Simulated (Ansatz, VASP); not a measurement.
Ag in VASP and in Ansatz

```
Ag
1.0
     0.00000    2.06750    2.06750
     2.06750    0.00000    2.06750
     2.06750    2.06750    0.00000
Ag
1
Direct
  0.00000 0.00000 0.00000
```

Alike in both runs: task relaxation of cell and atoms; functional PBE; k mesh 18 × 18 × 18; occupations gaussian, width 0.1 eV; no spin polarisation.

```csv
,VASP,Ansatz
version,VASP 6.6.1,Ansatz 0.2.0
potentials or method,"VASP PAW PBE potentials, release 64 (Ag), cutoff 600 eV","scalar-relativistic, plane waves, PAW"
valence electrons in the cell,11,19
```

|  | VASP | Ansatz | Ansatz less VASP |
| --- | --- | --- | --- |
| gap on the k mesh at the Fermi level, each at its own relaxed structure (eV) | none | none | - |
| relaxed volume (Å³/atom) | 17.81 | 17.85 | +0.040 |
| relaxed cell length with the largest relative difference (Å) | 2.931 | 2.933 | +0.0022 |

A gap of «none» marks a metal or a gap that the smearing closes. VASP's potentials hold 11 valence electrons a cell and Ansatz's 19, so a difference there can come from the potentials and not from the codes.
